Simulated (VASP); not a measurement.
Crystal: Ir.

```
Ir
1.0
     4.30811    0.00000    0.00000
    -2.15405    3.73093    0.00000
     0.00000    0.00000    2.64087
Ir
3
Direct
  0.00000 0.00000 0.00000
  0.33333 0.66667 0.50000
  0.66667 0.33333 0.50000
```

This isn't the form of Ir at room conditions, which is fcc.

```yaml
Program: VASP 6.6.1
Task: relaxation of cell and atoms
Functional: PBE
Potentials_or_basis: VASP PAW PBE potentials, release 64 (Ir)
Cutoff: 600 eV
k_mesh: 9 × 9 × 12
Occupations: fermi-dirac, width 0.1 eV
Spin: no spin polarisation
```

At the start: pressure 21.5 GPa; volume 14.15 Å³/atom.

Task: Where does the relaxation end?

Result: Over 9 steps the energy falls by 53.8 meV/atom and the volume is 14.99 Å³/atom (+6.0 %); space group P6/mmm (No. 191, to 0.1 Å) before and after.

The path:
| step | energy change (eV) | largest force (eV/Å) | pressure (GPa) | volume (Å³) |
| --- | --- | --- | --- | --- |
| 1 | 0.0000 | 0.0000 | 21.53 | 42.45 |
| 2 | 1.3716 | 0.0000 | -38.50 | 55.23 |
| 3 | -0.1587 | 0.0000 | -1.79 | 45.22 |
| 4 | -0.1601 | 0.0000 | -0.22 | 45.00 |
| 5 | -0.1601 | 0.0000 | 0.16 | 44.95 |
| 6 | -0.1608 | 0.0000 | 0.29 | 44.96 |
| 7 | -0.1613 | 0.0000 | 0.22 | 44.95 |
| 8 | -0.1612 | 0.0000 | -0.50 | 45.05 |
| 9 | -0.1614 | 0.0000 | 0.02 | 44.98 |

Final structure:
```
Ir
1.0
     4.38185    0.00000    0.00000
    -2.19092    3.79479    0.00000
     0.00000    0.00000    2.70507
Ir
3
Direct
  0.00000 0.00000 0.00000
  0.33333 0.66667 0.50000
  0.66667 0.33333 0.50000
```
